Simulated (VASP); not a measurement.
**Cd: single point with PBEsol**

Cd:

```
Cd
1.0
     0.00000    2.12863    2.12863
     2.12863    0.00000    2.12863
     2.12863    2.12863    0.00000
Cd
1
Cartesian
  0.0000 0.0000 0.0000
```

This isn't the form of Cd at room conditions, which is hcp.

| Item | Value |
| --- | --- |
| Program | VASP 6.6.1 |
| Task | single point |
| Functional | PBEsol |
| Potentials or basis | VASP PAW PBE potentials, release 64 (Cd) |
| Cutoff | 520 eV |
| k mesh | 14 × 14 × 14 |
| Occupations | fermi-dirac, width 0.1 eV |
| Spin | no spin polarisation |
| Dipole correction | no |
| Further INCAR settings | ALGO = Normal; EDIFF = 1e-06; NBANDS = 12 |

* Pressure: 6.7 GPa
* Band gap on the k mesh: zero (bands 6 and 7 overlap by 2.49 eV)

Levels at points of the mesh, in eV from the Fermi level:
| k point | band 2 | band 3 | band 4 | band 5 | band 6 | band 7 | band 8 | band 9 | band 10 | band 11 |
| --- | --- | --- | --- | --- | --- | --- | --- | --- | --- | --- |
| (0.00, 0.00, 0.00) | -9.44 | -9.44 | -9.44 | -8.84 | -8.84 | 14.32 | 16.16 | 16.16 | 16.16 | 19.82 |
| (0.50, 0.00, 0.00) | -9.44 | -9.44 | -8.36 | -8.36 | -2.87 | -1.10 | 13.38 | 13.67 | 13.67 | 17.66 |
| (0.50, 0.50, 0.00) | -10.23 | -8.38 | -8.23 | -8.23 | -1.17 | 1.88 | 7.20 | 7.20 | 11.98 | 12.24 |

Wall time 34 s on 1 thread of Intel Xeon 8259CL (shared host), peak memory 0.15 GiB.

Caveat: the cell stands under pressure; the PAW data sets were made with another functional, which shifts forces and pressure a little.
